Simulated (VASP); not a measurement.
Wanted: the native input for a VASP 6.6.1 run.

| Quantity | Value |
| --- | --- |
| Task | single point |
| Functional | PBE |
| Potentials or basis | VASP PAW PBE potentials, release 64 (B, N) |
| Cutoff | 520 eV |
| k mesh | 6 × 4 × 4 |
| Occupations | gaussian, width 0.1 eV |
| Spin | no spin polarisation |
| Dipole correction | no |
| Further INCAR settings | ALGO = Normal; EDIFF = 1e-06; NBANDS = 26 |

The structure of BN lies in POSCAR:

```
BN
1.0
   -1.8123409538      0.0000000000     -1.8123409538
   -1.8123409538     -3.6246819076      1.8123409538
   -1.8123409538      3.6246819076      1.8123409538
B N
4 4
Direct
    0.5000000000      0.8750000000      0.1250000000
    0.0000000000      0.3750000000      0.1250000000
    0.0000000000      0.8750000000      0.6250000000
    0.5000000000      0.3750000000      0.6250000000
    0.0000000000      0.7500000000      0.2500000000
    0.5000000000      0.2500000000      0.2500000000
    0.5000000000      0.7500000000      0.7500000000
    0.0000000000      0.2500000000      0.7500000000
```

These files were run (other wordings do the same):

INCAR

```
SYSTEM = BN
PREC = Accurate ; ENCUT = 520
EDIFF = 1E-6 ; ISMEAR = 0
SIGMA = 0.1 ; LREAL = .FALSE.
LASPH = .TRUE. ; NELM = 100
ALGO = Normal ; ISIF = 2
LWAVE = .FALSE. ; LCHARG = .FALSE.
GGA = PE ; NBANDS = 26
```

KPOINTS

```
Automatic mesh
0
G
  6 4 4
  0 0 0
```

Potentials or basis: VASP PAW PBE potentials, release 64 (B, N).

The run is started by

```sh
$ cat potpaw_PBE.64/B/POTCAR potpaw_PBE.64/N/POTCAR > POTCAR
$ mpirun -np 1 vasp_std > vasp.out
```

Results of the run:

```json
{
 "Pressure": "0.2 GPa",
 "Band gap on the k mesh": "4.45 eV"
}
```

It took 82 s on 1 thread of Intel Xeon 8259CL, on a shared host, peak memory 0.17 GiB.
